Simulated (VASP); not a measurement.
BN (AA' stacking), 4 atoms in the cell. Symmetry: P6_3/mmc, No. 194, hexagonal system. The conventional cell has a = 2.512 Å, b = 2.512 Å, c = 8.570 Å, α = 90.00°, β = 90.00°, γ = 120.00°. B (site symmetry -6m2) has 3 N at 1.45 Å within 1.9 Å. N (site symmetry -6m2) has 3 B at 1.45 Å within 1.9 Å. 

- Program: VASP 6.6.1
- Task: single point
- Functional: PBE
- Potentials or basis: VASP PAW PBE potentials, release 64 (B, N)
- Cutoff: 520 eV
- k mesh: 12 × 12 × 4
- Occupations: gaussian, width 0.01 eV
- Spin: no spin polarisation
- Dipole correction: no
- Further INCAR settings: ALGO = Normal; EDIFF = 1e-06; NBANDS = 16

Potentials or basis: VASP PAW PBE potentials, release 64 (B, N).

Run with:

```console
$ cat potpaw_PBE.64/B/POTCAR potpaw_PBE.64/N/POTCAR > POTCAR
$ mpirun -np 1 vasp_std > vasp.out
```

Hardware: 1 thread of Intel(R) Xeon(R) Platinum 8488C (Sapphire Rapids), with other jobs on the host.

Problem. How long does it take, and how much memory?

Solution. Run time: 30 s on 1 thread of Intel(R) Xeon(R) Platinum 8488C (Sapphire Rapids), on a shared host, peak memory 0.17 GiB. Counts: scf iterations 13, k points 57.
